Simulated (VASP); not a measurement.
# CdF2 (I4/mmm) in VASP: notebook

The runs below take CdF2 through single point, with PBEsol.

Everything below comes from runs of VASP 6.6.1. Logs are shortened: lines on timing, memory, paths and dates and some standing lists are left out, and cuts for length are marked.

### 1 The cell of the first run

Symmetry: I4/mmm, No. 139, tetragonal system. The conventional cell has a = 4.093 Å, b = 4.093 Å, c = 4.577 Å, α = 90.00°, β = 90.00°, γ = 90.00°. Within 3.1 Å of Cd (site symmetry 4/mmm) lie 8 F at 2.34 Å. Within 3.0 Å of F (site symmetry -4m2) lie 6 F at 2.29 to 2.89 Å and 4 Cd at 2.34 Å.

### 2 Single point, PBEsol

Contents of INCAR:

```
SYSTEM = CdF2
  PREC = Accurate
  ENCUT = 520
  EDIFF = 1E-6
  ISMEAR = 0
  SIGMA = 0.05
  LREAL = .FALSE.
  LASPH = .TRUE.
  NELM = 80
  ALGO = Normal
  ISIF = 2
  LWAVE = .FALSE.
  LCHARG = .FALSE.
  GGA = PS
  NBANDS = 20
```

Contents of KPOINTS:

```
regular mesh
0
G
  8 8 8
  0 0 0
```

Contents of POSCAR:

```
CdF2
1.0
    0.0000000000      2.8939784274      2.2882620123
    2.8939784274      0.0000000000      2.2882620123
    2.8939784274      2.8939784274      0.0000000000
Cd F
1 2
Direct
    0.0000000000      0.0000000000      0.0000000000
    0.2500000000      0.2500000000      0.2500000000
    0.7500000000      0.7500000000      0.7500000000
```

Potentials or basis: VASP PAW PBE potentials, release 64 (Cd, F).

Started as:

```sh
> cat potpaw_PBE.64/Cd/POTCAR potpaw_PBE.64/F/POTCAR > POTCAR
> mpirun -np 1 vasp_std > vasp.out
```

OUTCAR:

```text
SYSTEM = CdF2
   PREC = Accurate
   ENCUT = 520
   EDIFF = 1E-6
   ISMEAR = 0
   LREAL = .FALSE.
   LASPH = .TRUE.
   NELM = 80
   ISIF = 2
   GGA = PS

 ion  position               nearest neighbor table
   1  0.000  0.000  0.000-   3 2.34   3 2.34   3 2.34   2 2.34   2 2.34   2 2.34   3 2.34   2 2.34

   2  0.250  0.250  0.250-   1 2.34   1 2.34   1 2.34   1 2.34
   3  0.750  0.750  0.750-   1 2.34   1 2.34   1 2.34   1 2.34

  LATTYP: Found a body centered tetragonal cell.
 ALAT       =     4.0927035412
 C/A-ratio  =     1.1182153749

  Lattice vectors:

 A1 = (   0.0000000000,  -2.8939784274,  -2.2882620123)
 A2 = (   0.0000000000,   2.8939784274,  -2.2882620123)
 A3 = (   2.8939784274,   0.0000000000,   2.2882620123)

Analysis of symmetry for initial positions (statically):
=====================================================================
 Subroutine PRICEL returns:
 Original cell was already a primitive cell.

 Routine SETGRP: Setting up the symmetry group for a
 body centered tetragonal supercell.

 Subroutine GETGRP returns: Found 16 space group operations
 (whereof 16 operations were pure point group operations)
 out of a pool of 16 trial point group operations.

The static configuration has the point symmetry D_4h.

Analysis of symmetry for dynamics (positions and initial velocities):
=====================================================================
 Subroutine PRICEL returns:
 Original cell was already a primitive cell.

 Routine SETGRP: Setting up the symmetry group for a
 body centered tetragonal supercell.

 Subroutine GETGRP returns: Found 16 space group operations
 (whereof 16 operations were pure point group operations)
 out of a pool of 16 trial point group operations.

The dynamic configuration has the point symmetry D_4h.

 Subroutine INISYM returns: Found 16 space group operations
 (whereof 16 operations are pure point group operations),
 and found     1 'primitive' translations

----------------------------------------------------------------------------------------

                                     Primitive cell

  volume of cell :      38.3289

  direct lattice vectors                    reciprocal lattice vectors
     0.000000000  2.893978427  2.288262012    -0.172772539  0.172772539  0.218506446
     2.893978427  0.000000000  2.288262012     0.172772539 -0.172772539  0.218506446
     2.893978427  2.893978427  0.000000000     0.172772539  0.172772539 -0.218506446

  length of vectors
     3.689343326  3.689343326  4.092703541     0.327789212  0.327789212  0.327789212

  position of ions in fractional coordinates (direct lattice)
     0.000000000  0.000000000  0.000000000
     0.250000000  0.250000000  0.250000000
     0.750000000  0.750000000  0.750000000

  ion indices of the primitive-cell ions
   primitive index   ion index
                 1           1
                 2           2
                 3           3

----------------------------------------------------------------------------------------

 KPOINTS: regular mesh

Automatic generation of k-mesh.
 Grid dimensions read from file:
 generate k-points for:    8    8    8

 Generating k-lattice:

  Cartesian coordinates                     Fractional coordinates (reciprocal lattice)
    -0.021596567  0.021596567  0.027313306     0.125000000 -0.000000000  0.000000000
     0.021596567 -0.021596567  0.027313306    -0.000000000  0.125000000  0.000000000
     0.021596567  0.021596567 -0.027313306     0.000000000  0.000000000  0.125000000

  Length of vectors
     0.040973651  0.040973651  0.040973651

  Shift w.r.t. Gamma in fractional coordinates (k-lattice)
     0.000000000  0.000000000  0.000000000

 Subroutine IBZKPT returns following result:
 ===========================================

 Found     59 irreducible k-points:

 Following reciprocal coordinates:
            Coordinates               Weight
  0.000000  0.000000  0.000000      1.000000
  0.125000  0.000000  0.000000      8.000000
  0.250000  0.000000  0.000000      8.000000
  0.375000  0.000000  0.000000      8.000000
  0.500000  0.000000  0.000000      4.000000
  0.125000  0.125000  0.000000      2.000000
[... 16 lines left out ...]
  0.250000 -0.000000  0.125000     16.000000
  0.375000  0.000000  0.125000     16.000000
 [... further k-points ...]
   k-points           NKPTS =     59   k-points in BZ     NKDIM =     59   number of bands    NBANDS=     20
   number of dos      NEDOS =    301   number of ions     NIONS =      3
   total plane-waves  NPLWV =  23520
   dimension x,y,z NGX =    28 NGY =   28 NGZ =   30
   dimension x,y,z NGXF=    56 NGYF=   56 NGZF=   60
   ions per type =               1   2
   NGX,Y,Z   is equivalent  to a cutoff of  12.62, 12.62, 12.19 a.u.
   NGXF,Y,Z  is equivalent  to a cutoff of  25.23, 25.23, 24.37 a.u.
 SYSTEM =  CdF2
   PREC   = accura    normal or accurate (medium, high low for compatibility)
   ISTART =      0    job   : 0-new  1-cont  2-samecut
[... 43 lines left out ...]
   NGX = 13   NGY = 13   NGZ = 15

 number of electron      26.0000019 magnetization

 Free energy of the ion-electron system (eV)
  ---------------------------------------------------
  ext. energy  EPLUGINS =         0.00000000
  ---------------------------------------------------
  free energy    TOTEN  =       -11.03311660 eV

  energy without entropy =      -11.03311660  energy(sigma->0) =      -11.03311660

 E-fermi :   0.1038     XC(G=0): -10.8582

 val. band max:       -0.2129971313   @ k =   0.5000   0.0000   0.5000
 cond. band min:       1.2487524090   @ k =   0.0000   0.0000   0.0000
 fundamental gap:      1.4617495403
 Fermi energy:         0.1037944573

 k-point     1 :       0.0000    0.0000    0.0000
  band No.  band energies     occupation
      1     -22.0098      2.00000
      2     -20.4906      2.00000
      3      -6.8726      2.00000
      4      -6.8623      2.00000
      5      -6.8623      2.00000
      6      -5.8530      2.00000
[... 12 lines left out ...]
     19      16.5307      0.00000
     20      19.9876      0.00000

 k-point     2 :       0.1250    0.0000    0.0000
  band No.  band energies     occupation
      1     -21.9472      2.00000
      2     -20.5535      2.00000
      3      -6.8227      2.00000
      4      -6.7981      2.00000
      5      -6.7140      2.00000
      6      -5.8605      2.00000
[... 12 lines left out ...]
     19      17.5374      0.00000
     20      19.4176      0.00000

 k-point     3 :       0.2500    0.0000    0.0000
  band No.  band energies     occupation
      1     -21.7736      2.00000
      2     -20.7251      2.00000
      3      -6.7508      2.00000
      4      -6.6308      2.00000
      5      -6.3139      2.00000
      6      -5.8296      2.00000
[... 12 lines left out ...]
     19      17.6981      0.00000
     20      19.0488      0.00000

 k-point     4 :       0.3750    0.0000    0.0000
  band No.  band energies     occupation
      1     -21.5268      2.00000
      2     -20.9663      2.00000
      3      -6.7221      2.00000
      4      -6.4816      2.00000
      5      -5.8437      2.00000
      6      -5.8203      2.00000
[... 12 lines left out ...]
     19      17.2813      0.00000
     20      18.5721      0.00000

 k-point     5 :       0.5000    0.0000    0.0000
  band No.  band energies     occupation
      1     -21.2822      2.00000
      2     -21.2071      2.00000
      3      -6.7230      2.00000
      4      -6.4299      2.00000
      5      -5.8731      2.00000
      6      -5.6244      2.00000
[... 12 lines left out ...]
     19      17.4699      0.00000
     20      18.1433      0.00000
[... 353 lines left out ...]
      6      -5.5928      2.00000
[... 12 lines left out ...]
     19      19.2871      0.00000
     20      20.2079      0.00000

 k-point    22 :       0.1250    0.0000    0.1250
  band No.  band energies     occupation
      1     -21.9622      2.00000
      2     -20.5259      2.00000
      3      -6.8217      2.00000
      4      -6.7471      2.00000
      5      -6.6973      2.00000
      6      -5.9127      2.00000
[... 12 lines left out ...]
     19      17.7116      0.00000
     20      19.7570      0.00000

 k-point    23 :       0.2500   -0.0000    0.1250
  band No.  band energies     occupation
      1     -21.8614      2.00000
      2     -20.6168      2.00000
      3      -6.7132      2.00000
      4      -6.6484      2.00000
      5      -6.3913      2.00000
      6      -5.9620      2.00000
[... 12 lines left out ...]
     19      18.0624      0.00000
     20      19.4877      0.00000

 k-point    24 :       0.3750    0.0000    0.1250
  band No.  band energies     occupation
      1     -21.6723      2.00000
      2     -20.8004      2.00000
      3      -6.6285      2.00000
      4      -6.5319      2.00000
      5      -5.9585      2.00000
      6      -5.8676      2.00000
[... 12 lines left out ...]
     19      17.2236      0.00000
     20      19.2973      0.00000

 [... further k-points ...]

------------------------ aborting loop because EDIFF is reached ----------------------------------------

  FORCE on cell =-STRESS in cart. coord.  units (eV):
  Direction    XX          YY          ZZ          XY          YZ          ZX
  --------------------------------------------------------------------------------------
  -------------------------------------------------------------------------------------
  Total       -1.8053510     -1.8053510      5.9066968      0.0000000      0.0000000      0.0000000
  in kB      -75.4650559    -75.4650559    246.9044590      0.0000000      0.0000000      0.0000000
  external PRESSURE =      31.9914491 kB  Pullay stress =       0.0000000 kB

 VOLUME and BASIS-vectors are now :
 -----------------------------------------------------------------------------
  energy-cutoff  :      520.00
  volume of cell :       38.33
      direct lattice vectors                 reciprocal lattice vectors
     0.000000000  2.893978427  2.288262012    -0.172772539  0.172772539  0.218506446
     2.893978427  0.000000000  2.288262012     0.172772539 -0.172772539  0.218506446
     2.893978427  2.893978427  0.000000000     0.172772539  0.172772539 -0.218506446

 POSITION                                       TOTAL-FORCE (eV/Angst)
 -----------------------------------------------------------------------------------
      0.00000      0.00000      0.00000         0.000000      0.000000      0.000000
      1.44699      1.44699      1.14413         0.000000      0.000000      0.000000
      4.34097      4.34097      3.43239        -0.000000     -0.000000     -0.000000
 -----------------------------------------------------------------------------------
    total drift:                                0.000000      0.000000      0.000000

  FREE ENERGIE OF THE ION-ELECTRON SYSTEM (eV)
  ---------------------------------------------------
  free  energy   TOTEN  =       -11.0331166033 eV

  energy  without entropy=      -11.0331166033  energy(sigma->0) =      -11.03311660
```

Run time: 18 s. Hardware: 1 thread of Intel Xeon 6975P-C (Granite Rapids), shared host; peak memory 0.18 GiB.

What came out:

```
Free energy            : -11.0331 eV
Pressure               : 3.2 GPa
Band gap on the k mesh : 1.46 eV (least direct gap 1.73 eV)
```

Caveat: the cell differs from its parent crystal (strain +e along x and -e along y +0.0000, strain +e along z and -e/2 along x and y -0.1500); the cell stands under pressure; the PAW data sets were made with another functional, which shifts forces and pressure a little.

### 3 Single point, PBEsol

This run uses another cell than the first one, of the same volume but with other edges.

Contents of INCAR:

```
SYSTEM = CdF2
PREC = Accurate ; ENCUT = 520
EDIFF = 1E-7 ; ISMEAR = 0
SIGMA = 0.05 ; LREAL = .FALSE.
LASPH = .TRUE. ; NELM = 100
ALGO = Normal ; ISIF = 2
LWAVE = .FALSE. ; LCHARG = .FALSE.
GGA = PS ; NBANDS = 20
```

KPOINTS is that of step 2.

Contents of POSCAR:

```
CdF2
1.0
    0.0000000000      2.4901674840      3.0958838991
    2.4901674840      0.0000000000      3.0958838991
    2.4901674840      2.4901674840      0.0000000000
Cd F
1 2
Direct
    0.0000000000      0.0000000000      0.0000000000
    0.2500000000      0.2500000000      0.2500000000
    0.7500000000      0.7500000000      0.7500000000
```

Potentials or basis: VASP PAW PBE potentials, release 64 (Cd, F).

Started as:

```sh
> cat potpaw_PBE.64/Cd/POTCAR potpaw_PBE.64/F/POTCAR > POTCAR
> mpirun -np 1 vasp_std > vasp.out
```

Wall time 22 s (1 thread of Intel Xeon 6975P-C (Granite Rapids), shared host); peak memory 0.19 GiB.

It converged, with:

- Free energy: -11.1532 eV
- Pressure: 1.7 GPa
- Band gap on the k mesh: 2.01 eV (least direct gap 2.65 eV)

Stress tensor (GPa, compression positive):
```
 10.36   0.00   0.00
  0.00  10.36   0.00
  0.00   0.00 -15.52
```

Levels at points of the mesh, in eV from the valence-band top:
```csv
k point,band 11,band 12,band 13,band 14,band 15,band 16
"(0.00, 0.00, 0.00)",-0.68,-0.63,-0.63,2.01,12.13,12.13
"(0.50, 0.00, 0.00)",-1.91,-0.91,-0.79,6.34,7.78,13.66
"(0.50, 0.50, 0.00)",-1.41,-0.14,-0.14,6.84,9.61,11.97
"(0.50, 0.00, 0.50)",-0.71,-0.24,-0.03,7.22,8.35,11.30
```

Caveat: the cell differs from its parent crystal (strain +e along x and -e along y +0.0000, strain +e along z and -e/2 along x and y +0.1500); the PAW data sets were made with another functional, which shifts forces and pressure a little.

### 4 Single point, PBEsol

Contents of INCAR:

```
PREC = Accurate
ENCUT = 520
EDIFF = 1E-7
ISMEAR = 0
SIGMA = 0.05
LREAL = F
LASPH = T
NELM = 100
ALGO = Normal
ISIF = 2
LWAVE = F
LCHARG = T
GGA = PS
LELF = T
LVHAR = T
NBANDS = 20
```

Contents of KPOINTS:

```
regular mesh
0
Gamma
  8 8 8
```

Contents of POSCAR:

```
CdF2
1.0
    0.0000000000      2.8435020595      2.3892147482
    2.8435020595      0.0000000000      2.3892147482
    2.8435020595      2.8435020595      0.0000000000
Cd F
1 2
Direct
    0.0000000000      0.0000000000      0.0000000000
    0.2500000000      0.2500000000      0.2500000000
    0.7500000000      0.7500000000      0.7500000000
```

Started as:

```sh
> cat potpaw_PBE.64/Cd/POTCAR potpaw_PBE.64/F/POTCAR > POTCAR
> mpirun -np 1 vasp_std > vasp.out
```

It took 20 s on 1 thread of Intel Xeon 6975P-C (Granite Rapids), shared host; peak memory 0.18 GiB.

Results (log left out):

* Free energy: -11.2999 eV
* Pressure: 1.9 GPa
* Band gap on the k mesh: 2.07 eV (least direct gap 2.46 eV)

Stress tensor (GPa, compression positive):
```
-5.36  0.00  0.00
 0.00 -5.36  0.00
 0.00  0.00 16.44
```

Levels at points of the mesh, in eV from the valence-band top:
```csv
k point,band 10,band 11,band 12,band 13,band 14,band 15,band 16,band 17
"(0.00, 0.00, 0.00)",-1.59,-0.93,-0.93,-0.39,2.07,11.84,12.22,12.22
"(0.50, 0.00, 0.00)",-2.62,-2.15,-1.05,-0.95,6.34,8.02,13.13,14.29
"(0.50, 0.50, 0.00)",-3.50,-0.74,-0.74,-0.16,6.59,8.81,11.56,12.86
"(0.50, 0.00, 0.50)",-3.14,-1.26,-0.84,0.00,7.25,8.67,11.24,12.97
```

Caveat: the cell differs from its parent crystal (strain +e along x and -e along y +0.0000, strain +e along z and -e/2 along x and y -0.1125); the PAW data sets were made with another functional, which shifts forces and pressure a little.

### 5 Single point, PBEsol

Contents of INCAR:

```
SYSTEM = CdF2
ALGO     = Normal         ! electronic algorithm
EDIFF    = 1E-6           ! SCF threshold, eV
ENCUT    = 520            ! plane-wave cutoff, eV
GGA      = PS             ! functional
ISIF     = 2              ! what is computed and relaxed
ISMEAR   = 0              ! smearing method
LASPH    = .TRUE.         ! aspherical terms in the spheres
LCHARG   = .TRUE.         ! write CHGCAR
LELF     = .TRUE.         ! ELF
LREAL    = .FALSE.        ! projectors in reciprocal space
LVHAR    = .TRUE.       
LWAVE    = .FALSE.        ! write WAVECAR
NBANDS   = 20             ! bands
NELM     = 100            ! most SCF steps
PREC     = Accurate       ! precision mode
SIGMA    = 0.05           ! smearing width, eV
```

Contents of KPOINTS:

```
k-points
0
G
  8 8 8
  0 0 0
```

Contents of POSCAR:

```
CdF2
1.0
    0.0000000000      2.5911202199      2.8939784274
    2.5911202199      0.0000000000      2.8939784274
    2.5911202199      2.5911202199      0.0000000000
Cd F
1 2
Direct
    0.0000000000      0.0000000000      0.0000000000
    0.2500000000      0.2500000000      0.2500000000
    0.7500000000      0.7500000000      0.7500000000
```

Started as:

```sh
> cat potpaw_PBE.64/Cd/POTCAR potpaw_PBE.64/F/POTCAR > POTCAR
> mpirun -np 1 vasp_std > vasp.out
```

Wall time 22 s (1 thread of Intel Xeon 6975P-C (Granite Rapids), shared host); peak memory 0.18 GiB.

The run converged. Its results:

| Item | Value |
| --- | --- |
| Free energy | -11.4828 eV |
| Pressure | 1.0 GPa |
| Band gap on the k mesh | 2.65 eV (least direct gap 3.12 eV) |

Stress tensor (GPa, compression positive):
```
 5.11  0.00  0.00
 0.00  5.11  0.00
 0.00  0.00 -7.12
```

Levels at points of the mesh, in eV from the valence-band top:
```
           k point  band 11  band 12  band 13  band 14  band 15  band 16
(0.00, 0.00, 0.00)    -0.77    -0.77    -0.47     2.65    12.33    12.33
(0.50, 0.00, 0.00)    -1.86    -0.57    -0.52     6.85     8.63    13.91
(0.50, 0.50, 0.00)    -0.99    -0.09    -0.09     7.64     9.58    11.73
(0.50, 0.00, 0.50)    -0.39    -0.37    -0.05     7.64     9.10    11.58
```

Caveat: the cell differs from its parent crystal (strain +e along x and -e along y +0.0000, strain +e along z and -e/2 along x and y +0.0750); the PAW data sets were made with another functional, which shifts forces and pressure a little.

### 6 Single point, PBEsol

Contents of INCAR:

```
ALGO = Normal ; EDIFF = 1E-6
ENCUT = 520 ; GGA = PS
ISIF = 2 ; ISMEAR = 0
LASPH = True ; LCHARG = False
LREAL = False ; LWAVE = False
NBANDS = 20 ; NELM = 100
PREC = Accurate ; SIGMA = 0.05
```

Contents of KPOINTS:

```
k-points
0
Gamma
  8 8 8
```

Contents of POSCAR:

```
CdF2
1.0
    0.0000000000      2.7930256915      2.4901674840
    2.7930256915      0.0000000000      2.4901674840
    2.7930256915      2.7930256915      0.0000000000
Cd F
1 2
Direct
    0.0000000000      0.0000000000      0.0000000000
    0.2500000000      0.2500000000      0.2500000000
    0.7500000000      0.7500000000      0.7500000000
```

Potentials or basis: VASP PAW PBE potentials, release 64 (Cd, F).

Started as:

```sh
> cat potpaw_PBE.64/Cd/POTCAR potpaw_PBE.64/F/POTCAR > POTCAR
> mpirun -np 1 vasp_std > vasp.out
```

Run time: 18 s. Hardware: 1 thread of Intel Xeon 6975P-C (Granite Rapids), shared host; peak memory 0.18 GiB.

The run converged. Its results:

```yaml
Free_energy: -11.4698 eV
Pressure: 1.2 GPa
Band_gap_on_the_k_mesh: 2.52 eV (least direct gap 3.05 eV)
```

Stress tensor (GPa, compression positive):
```
-3.28  0.00  0.00
 0.00 -3.28  0.00
 0.00  0.00 10.15
```

Levels at points of the mesh, in eV from the valence-band top:
| k point | band 11 | band 12 | band 13 | band 14 | band 15 | band 16 |
| --- | --- | --- | --- | --- | --- | --- |
| (0.00, 0.00, 0.00) | -0.67 | -0.67 | -0.54 | 2.52 | 12.12 | 12.39 |
| (0.50, 0.00, 0.00) | -1.97 | -0.71 | -0.65 | 6.73 | 8.52 | 13.64 |
| (0.50, 0.50, 0.00) | -0.43 | -0.43 | -0.24 | 7.24 | 9.09 | 11.63 |
| (0.50, 0.00, 0.50) | -0.94 | -0.49 | 0.00 | 7.62 | 9.13 | 11.46 |

Caveat: the cell differs from its parent crystal (strain +e along x and -e along y +0.0000, strain +e along z and -e/2 along x and y -0.0750); the PAW data sets were made with another functional, which shifts forces and pressure a little. A k mesh can miss the band edges.

### 7 Overview

| cell | gap on the mesh (eV) | pressure (GPa) |
| --- | --- | --- |
| a = 3.689, b = 3.689, c = 4.093 Å, angles 56.3, 56.3, 67.4°, 3 atoms | 1.46 | 3.2 |
| a = 3.973, b = 3.973, c = 3.522 Å, angles 63.7, 63.7, 52.6°, 3 atoms | 2.01 | 1.7 |
| a = 3.714, b = 3.714, c = 4.021 Å, angles 57.2, 57.2, 65.6°, 3 atoms | 2.07 | 1.9 |
| a = 3.884, b = 3.884, c = 3.664 Å, angles 61.9, 61.9, 56.3°, 3 atoms | 2.65 | 1.0 |
| a = 3.742, b = 3.742, c = 3.950 Å, angles 58.1, 58.1, 63.7°, 3 atoms | 2.52 | 1.2 |

Alike in all rows: task single point; level PBEsol; potentials or basis VASP PAW PBE potentials, release 64 (Cd, F); no spin polarisation; k mesh 8 × 8 × 8; cutoff (eV) 520; smearing gaussian 0.05 eV.

Caveats: the PAW data sets were made with another functional, which shifts forces and pressure a little; the cell stands under pressure (at least some runs).

Total energies depend on the potentials used, so only differences within one code and one set of settings carry meaning.
